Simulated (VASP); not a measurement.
# MnCrSb (P6_3/mmc) in VASP: single point with PBE

Aim: the single point of MnCrSb with PBE.

Program: VASP 6.6.1. These are calculated values, not measurements. Logs are shortened: lines on timing, memory, paths and dates and some standing lists are left out, and cuts for length are marked.

## Step 1: The cell of the first run

It takes space group P6_3/mmc (No. 194, hexagonal). The conventional cell has a = 4.545 Å, b = 4.545 Å, c = 5.538 Å, α = 90.00°, β = 90.00°, γ = 120.00°. Sb (site symmetry -6m2) has 5 Cr at 2.62 to 2.77 Å and 6 Mn at 2.97 Å within 3.5 Å. Within 3.6 Å of Mn (site symmetry -3m) lie 2 Mn at 2.77 Å and 6 Sb at 2.97 Å and 6 Cr at 2.97 Å. Within 3.5 Å of Cr (site symmetry -6m2) lie 5 Sb at 2.62 to 2.77 Å and 6 Mn at 2.97 Å.

## Step 2: Single point, PBE, collinear spin, ferromagnetic start

INCAR

```
ALGO = Normal
EDIFF = 1E-6
ENCUT = 520
GGA = PE
ISIF = 2
ISMEAR = -1
ISPIN = 2
LASPH = True
LCHARG = True
LELF = True
LMAXMIX = 4
LORBIT = 11
LREAL = False
LVHAR = True
LWAVE = False
MAGMOM = 0 0 4 4 3 3
NBANDS = 43
NELM = 150
PREC = Accurate
SIGMA = 0.05
```

KPOINTS

```
k-points
0
Gamma
  7 7 5
```

POSCAR

```
MnCrSb
1.0
    4.5450843437      0.0000000000      0.0000000000
   -2.2725421718      3.9361585040      0.0000000000
    0.0000000000      0.0000000000      5.5382730000
Sb Mn Cr
2 2 2
Direct
    0.3333333333      0.6666666667      0.2500000000
    0.6666666667      0.3333333333      0.7500000000
    0.0000000000      0.0000000000      0.5000000000
    0.0000000000      0.0000000000      0.0000000000
    0.3333333333      0.6666666667      0.7500000000
    0.6666666667      0.3333333333      0.2500000000
```

Potentials or basis: VASP PAW PBE potentials, release 64 (Sb, Mn_pv, Cr_pv).

Launch:

```console
cat potpaw_PBE.64/Sb/POTCAR potpaw_PBE.64/Mn_pv/POTCAR potpaw_PBE.64/Cr_pv/POTCAR > POTCAR
mpirun -np 1 vasp_std > vasp.out
```

OUTCAR:

```text
EDIFF = 1E-6
   ENCUT = 520
   GGA = PE
   ISIF = 2
   ISMEAR = -1
   ISPIN = 2
   LASPH = True
   LORBIT = 11
   LREAL = False
   NELM = 150
   PREC = Accurate

 ion  position               nearest neighbor table
   1  0.333  0.667  0.250-   6 2.62   6 2.62   6 2.62   5 2.77   5 2.77   3 2.97   4 2.97   4 2.97
                             3 2.97   4 2.97   3 2.97
   2  0.667  0.333  0.750-   5 2.62   5 2.62   5 2.62   6 2.77   6 2.77   3 2.97   4 2.97   3 2.97
                             4 2.97   3 2.97   4 2.97
   3  0.000  0.000  0.500-   4 2.77   4 2.77   1 2.97   5 2.97   6 2.97   2 2.97   1 2.97   5 2.97
                             2 2.97   6 2.97   2 2.97   6 2.97   1 2.97   5 2.97
   4  0.000  0.000  0.000-   3 2.77   3 2.77   1 2.97   5 2.97   6 2.97   2 2.97   1 2.97   5 2.97
                             2 2.97   6 2.97   2 2.97   6 2.97   1 2.97   5 2.97
   5  0.333  0.667  0.750-   2 2.62   2 2.62   2 2.62   1 2.77   1 2.77   3 2.97   4 2.97   4 2.97
                             3 2.97   4 2.97   3 2.97
   6  0.667  0.333  0.250-   1 2.62   1 2.62   1 2.62   2 2.77   2 2.77   3 2.97   4 2.97   3 2.97
                             4 2.97   3 2.97   4 2.97

  LATTYP: Found a hexagonal cell.
 ALAT       =     4.5450843437
 C/A-ratio  =     1.2185193016

  Lattice vectors:

 A1 = (   4.5450843437,   0.0000000000,   0.0000000000)
 A2 = (  -2.2725421718,   3.9361585040,   0.0000000000)
 A3 = (   0.0000000000,   0.0000000000,   5.5382730000)

Analysis of symmetry for initial positions (statically):
=====================================================================
 Subroutine PRICEL returns:
 Original cell was already a primitive cell.

 Routine SETGRP: Setting up the symmetry group for a
 hexagonal supercell.

 Subroutine GETGRP returns: Found 24 space group operations
 (whereof 12 operations were pure point group operations)
 out of a pool of 24 trial point group operations.

The static configuration has the point symmetry D_3d.
 The point group associated with its full space group is D_6h.

Analysis of symmetry for dynamics (positions and initial velocities):
=====================================================================
 Subroutine PRICEL returns:
 Original cell was already a primitive cell.

 Routine SETGRP: Setting up the symmetry group for a
 hexagonal supercell.

 Subroutine GETGRP returns: Found 24 space group operations
 (whereof 12 operations were pure point group operations)
 out of a pool of 24 trial point group operations.

The dynamic configuration has the point symmetry D_3d.
 The point group associated with its full space group is D_6h.

Analysis of structural, dynamic, and magnetic symmetry:
=====================================================================
 Subroutine PRICEL returns:
 Original cell was already a primitive cell.

 Routine SETGRP: Setting up the symmetry group for a
 hexagonal supercell.

 Subroutine GETGRP returns: Found 24 space group operations
 (whereof 12 operations were pure point group operations)
 out of a pool of 24 trial point group operations.

The overall configuration has the point symmetry D_3d.
 The point group associated with its full space group is D_6h.

 Subroutine INISYM returns: Found 24 space group operations
 (whereof 12 operations are pure point group operations),
 and found     1 'primitive' translations

----------------------------------------------------------------------------------------

                                     Primitive cell

  volume of cell :      99.0807

  direct lattice vectors                    reciprocal lattice vectors
     4.545084344  0.000000000  0.000000000     0.220017919  0.127027405  0.000000000
    -2.272542172  3.936158504  0.000000000     0.000000000  0.254054810  0.000000000
     0.000000000  0.000000000  5.538273000     0.000000000  0.000000000  0.180561702

  length of vectors
     4.545084344  4.545084344  5.538273000     0.254054810  0.254054810  0.180561702

  position of ions in fractional coordinates (direct lattice)
     0.333333333  0.666666667  0.250000000
     0.666666667  0.333333333  0.750000000
[... 47 lines left out ...]
  0.285714  0.142857  0.000000     12.000000
[... 16 lines left out ...]
  0.428571  0.142857  0.400000     12.000000
  0.285714  0.285714  0.400000     12.000000
   k-points           NKPTS =     24   k-points in BZ     NKDIM =     24   number of bands    NBANDS=     43
   number of dos      NEDOS =    301   number of ions     NIONS =      6
   total plane-waves  NPLWV =  54432
   dimension x,y,z NGX =    36 NGY =   36 NGZ =   42
   dimension x,y,z NGXF=    72 NGYF=   72 NGZF=   84
   ions per type =               2   2   2
   NGX,Y,Z   is equivalent  to a cutoff of  13.17, 13.17, 12.61 a.u.
   NGXF,Y,Z  is equivalent  to a cutoff of  26.34, 26.34, 25.21 a.u.
 SYSTEM =  unknown system
   PREC   = accura    normal or accurate (medium, high low for compatibility)
   ISTART =      0    job   : 0-new  1-cont  2-samecut
   ICHARG =      2    charge: 1-file 2-atom 10-const
   ISPIN  =      2    spin polarized calculation?
   LNONCOLLINEAR =      F non collinear calculations
   LSORBIT =      F    spin-orbit coupling
   LASPH  =      T    aspherical Exc in radial PAW
   ENCUT  =  520.0 eV  38.22 Ry    6.18 a.u.   8.45  8.45 10.30*2*pi/ulx,y,z
   NELM   =    150;   NELMIN=  2; NELMDL= -5     # of ELM steps
   EDIFF  = 0.1E-05   stopping-criterion for ELM
   LREAL  =      F    real-space projection
   EDIFFG = 0.1E-04   stopping-criterion for IOM
   NSW    =      0    number of steps for IOM
   IBRION =     -1    ionic relax: 0-MD 1-quasi-New 2-CG
   NFREE  =      0    steps in history (QN), initial steepest desc. (CG)
   ISIF   =      2    stress and relaxation
   ISYM   =      2    0-nonsym 1-usesym 2-fastsym
   POTIM  = 0.5000    time-step for ionic-motion
   TEBEG  =    0.0;   TEEND  =   0.0 temperature during run
   PSTRESS=    0.0 pullay stress
   NELECT =      60.0000    total number of electrons
   NUPDOWN=      -1.0000    fix difference up-down
   EMIN   =  10.00;   EMAX   =-10.00  energy-range for DOS
   EFERMI =   0.00;   METHOD = LEGACY
   ISMEAR =    -1;   SIGMA  =   0.05  broadening in eV -4-tet -1-fermi 0-gaus
   EFERMI_NEDOS =   21; number of points for ismear=-14 and -15
   IALGO  =     38    algorithm
   IMIX   =      4    mixing-type and parameters
     AMIX     =   0.40;   BMIX     =  1.00
     AMIX_MAG =   1.60;   BMIX_MAG =  1.00
  volume/ion in A,a.u.               =      16.51       111.44
  Fermi-wavevector in a.u.,A,eV,Ry     =   1.385040  2.617346 26.100540  1.918336
  Thomas-Fermi vector in A             =   2.509488
   LORBIT       =     11    0 simple, 1 ext, 2 COOP (PROOUT), +10 PAW based schemes
   GGA     = PE    functional components
   LHFCALC =     F    Hartree Fock is set to
   AEXX    =    0.0000 exact exchange contribution
   IVDW    =     0    specifies the selected vdW correction
   LEPSILON=     F    determine dielectric tensor
   LRPA    =     F    only Hartree local field effects (RPA)
 spin polarized calculation
  energy-cutoff  :      520.00
  volume of cell :       99.08
 maximum number of plane-waves:      2715
 NGX is ok and might be reduce to    36
   NGX = 17   NGY = 17   NGZ = 21

 number of electron      59.9999997 magnetization       9.7143148

 number of electron      59.9999997 magnetization      11.7170222

 Free energy of the ion-electron system (eV)
  ---------------------------------------------------
  ext. energy  EPLUGINS =         0.00000000
  ---------------------------------------------------
  free energy    TOTEN  =       -43.32612069 eV

  energy without entropy =      -43.28686610  energy(sigma->0) =      -43.30649339

 E-fermi :   9.9250     XC(G=0): -11.8784

 val. band max:        9.9092186179   @ k =   0.2857   0.1429   0.2000
 cond. band min:       9.9279674925   @ k =   0.2857   0.2857   0.2000
 fundamental gap:      0.0187488746
 Fermi energy:         9.9249617952

 spin component 1

 k-point     1 :       0.0000    0.0000    0.0000
  band No.  band energies     occupation
      1     -39.3856      1.00000
      2     -39.3856      1.00000
      3     -39.3795      1.00000
      4     -39.3728      1.00000
      5     -39.3728      1.00000
      6     -39.2520      1.00000
[... 1069 lines left out ...]
     41      14.1725      0.00000
     42      14.6274      0.00000
 Fermi energy:         9.9249617952

 spin component 2

 k-point     1 :       0.0000    0.0000    0.0000
  band No.  band energies     occupation
      1     -36.1079      1.00000
      2     -36.0783      1.00000
      3     -36.0783      1.00000
      4     -36.0630      1.00000
      5     -36.0630      1.00000
      6     -35.9629      1.00000
[... 1069 lines left out ...]
     41      14.9736      0.00000
     42      15.6983      0.00000
 [bands above 42 left out]

------------------------ aborting loop because EDIFF is reached ----------------------------------------

  FORCE on cell =-STRESS in cart. coord.  units (eV):
  Direction    XX          YY          ZZ          XY          YZ          ZX
  --------------------------------------------------------------------------------------
  -------------------------------------------------------------------------------------
  Total       -0.6112638     -0.6112638     -0.7905829     -0.0000000      0.0000000     -0.0000000
  in kB       -9.8844011     -9.8844011    -12.7840698     -0.0000000      0.0000000     -0.0000000
  external PRESSURE =     -10.8509573 kB  Pullay stress =       0.0000000 kB

 VOLUME and BASIS-vectors are now :
 -----------------------------------------------------------------------------
  energy-cutoff  :      520.00
  volume of cell :       99.08
      direct lattice vectors                 reciprocal lattice vectors
     4.545084344  0.000000000  0.000000000     0.220017919  0.127027405  0.000000000
    -2.272542172  3.936158504  0.000000000     0.000000000  0.254054810  0.000000000
     0.000000000  0.000000000  5.538273000     0.000000000  0.000000000  0.180561702

 POSITION                                       TOTAL-FORCE (eV/Angst)
 -----------------------------------------------------------------------------------
     -0.00000      2.62411      1.38457         0.000000      0.000000      0.000000
      2.27254      1.31205      4.15370         0.000000     -0.000000      0.000000
      0.00000      0.00000      2.76914        -0.000000      0.000000      0.000000
      0.00000      0.00000      0.00000        -0.000000      0.000000      0.000000
     -0.00000      2.62411      4.15370        -0.000000     -0.000000      0.000000
      2.27254      1.31205      1.38457        -0.000000      0.000000      0.000000
 -----------------------------------------------------------------------------------
    total drift:                               -0.000000      0.000000     -0.000000

  FREE ENERGIE OF THE ION-ELECTRON SYSTEM (eV)
  ---------------------------------------------------
  free  energy   TOTEN  =       -43.3261206883 eV

  energy  without entropy=      -43.2868660985  energy(sigma->0) =      -43.30649339

 total charge

# of ion       s       p       d       tot
------------------------------------------
    1        1.086   1.331   0.089   2.506
    2        1.086   1.331   0.089   2.506
    3        0.251   6.189   5.103  11.543
    4        0.251   6.189   5.103  11.543
    5        0.276   6.227   4.283  10.787
    6        0.276   6.227   4.283  10.787
--------------------------------------------------
tot          3.227  27.494  18.951  49.672

 magnetization (x)

# of ion       s       p       d       tot
------------------------------------------
    1       -0.008  -0.096   0.012  -0.092
    2       -0.008  -0.096   0.012  -0.092
    3        0.006   0.028   3.082   3.116
    4        0.006   0.028   3.082   3.116
    5        0.029   0.017   2.539   2.586
    6        0.029   0.017   2.539   2.586
--------------------------------------------------
tot          0.056  -0.103  11.266  11.218
```

Run time: 6.7 min. Hardware: 1 thread of Oxide Virtual Turin-like, shared host; peak memory 0.33 GiB.

What came out:

- Free energy: -43.3261 eV
- Pressure: -1.1 GPa
- Net moment: 11.72 μB per cell
- Site moments: Sb -0.09; Mn +3.12; Cr +2.59 μB
- Valence electrons inside the program's atomic spheres: Sb 2.51; Mn 11.54; Cr 10.79

Stress tensor (GPa, compression positive):
```
-0.99  0.00  0.00
 0.00 -0.99  0.00
 0.00  0.00 -1.28
```

Caveat: spin-orbit coupling is left out, which moves the levels of the heavy elements; only a ferromagnetic start was run, and an antiferromagnetic order may lie lower in energy.
